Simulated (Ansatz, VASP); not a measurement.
AlN in VASP and in Ansatz

File INCAR:

```
SYSTEM = AlN
ALGO = Normal
EDIFF = 1E-6
ENCUT = 520
GGA = PS
ISIF = 2
ISMEAR = 0
LASPH = .True.
LCHARG = .True.
LELF = .True.
LREAL = .False.
LVHAR = .True.
LWAVE = .False.
NBANDS = 16
NELM = 100
PREC = Accurate
SIGMA = 0.05
```

File KPOINTS:

```
k-points
0
Gamma
  9 9 6
  0 0 0
```

File POSCAR:

```
AlN
1.0
    3.3014407767      0.0000000000      0.0000000000
   -1.6507203884      2.8591315817      0.0000000000
    0.0000000000      0.0000000000      3.9744000000
Al N
2 2
Direct
    0.3333333333      0.6666666667      0.7500000000
    0.6666666667      0.3333333333      0.2500000000
    0.3333333333      0.6666666667      0.2500000000
    0.6666666667      0.3333333333      0.7500000000
```

Input for Ansatz:

```yaml
crystal:
  lattice:
    - [3.3014407767, 0.0, 0.0]
    - [-1.6507203884, 2.8591315817, 0.0]
    - [0.0, 0.0, 3.9744]
  atoms:
    - { symbol: Al, position: [0.3333333333, 0.6666666667, 0.75] }
    - { symbol: Al, position: [0.6666666667, 0.3333333333, 0.25] }
    - { symbol: "N", position: [0.3333333333, 0.6666666667, 0.25] }
    - { symbol: "N", position: [0.6666666667, 0.3333333333, 0.75] }
basis:
  ecutwfc: 520.0
kpoints:
  mp_grid: { grid: [9, 9, 6] }
hamiltonian:
  xc: pbesol
  pseudopotentials: { kind: paw, azcp: { folder: soft_1 } }
scf:
  occupations: { method: gaussian, width: 0.05 }
output:
  forces: true
  stress: true
  eigenvalues: true
```

Alike in both runs: task single point; functional PBEsol; k mesh 9 × 9 × 6; occupations gaussian, width 0.05 eV; no spin polarisation.

|  | VASP | Ansatz |
| --- | --- | --- |
| version | VASP 6.6.1 | Ansatz 0.2.0 |
| potentials or method | VASP PAW PBE potentials, release 64 (Al, N), cutoff 520 eV | scalar-relativistic, plane waves, PAW |
| valence electrons in the cell | 16 | 16 |

```tsv
	VASP	Ansatz	Ansatz less VASP
gap on the k mesh at the Fermi level (eV)	3.72	3.71	-0.013
least direct gap on the mesh (eV)	3.72	3.71	-0.013
pressure (GPa)	9.2	9.2	-0.06
traceless stress, the component that is largest in VASP (GPa)	6.55	6.47	-0.084
```

VASP's potentials were made for PBE, not for PBEsol, and Ansatz warns of the same on its side.
